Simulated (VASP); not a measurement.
SnS7: single point with PBE

Crystal: SnS7.

```
CELL_PARAMETERS angstrom
0.00000 4.41946 4.41946
4.41946 0.00000 4.41946
4.41946 4.41946 0.00000
ATOMIC_POSITIONS crystal
Sn 0.00000 0.00000 0.00000
S 0.50000 0.50000 0.50000
S 0.00000 0.50000 0.00000
S 0.50000 0.00000 0.00000
S 0.00000 0.50000 0.50000
S 0.50000 0.00000 0.50000
S 0.00000 0.00000 0.50000
S 0.50000 0.50000 0.00000
```

The cell was built from a structure type or drawn by symmetry, and may not be a known phase.

| Quantity | Value |
| --- | --- |
| Program | VASP 6.6.1 |
| Task | single point |
| Functional | PBE |
| Potentials or basis | VASP PAW PBE potentials, release 64 (Sn_d, S) |
| Cutoff | 520 eV |
| k mesh | 4 × 4 × 4 |
| Occupations | gaussian, width 0.1 eV |
| Spin | no spin polarisation |
| Dipole correction | no |
| Further INCAR settings | ALGO = Normal; EDIFF = 1e-06; NBANDS = 38 |

```
Pressure               : -8.4 GPa
Band gap on the k mesh : zero (bands 28 and 29 overlap by 1.22 eV)
```

Levels at points of the mesh, in eV from the Fermi level:
```
           k point  band 24  band 25  band 26  band 27  band 28  band 29  band 30  band 31
(0.00, 0.00, 0.00)    -0.24    -0.24    -0.24     0.93     0.93     0.93     1.03     1.03
(0.50, 0.00, 0.00)    -1.43    -1.43    -0.60    -0.15     0.03     0.07     0.07     0.68
(0.50, 0.50, 0.00)    -1.71    -1.65    -1.53    -1.39    -0.14     0.35     0.35     0.65
```

It took 85 s on 1 thread of Intel Xeon 8259CL, with other jobs on the host, peak memory 0.32 GiB.

Caveat: the cell stands under tension; spin-orbit coupling is left out, which moves the levels of the heavy elements.
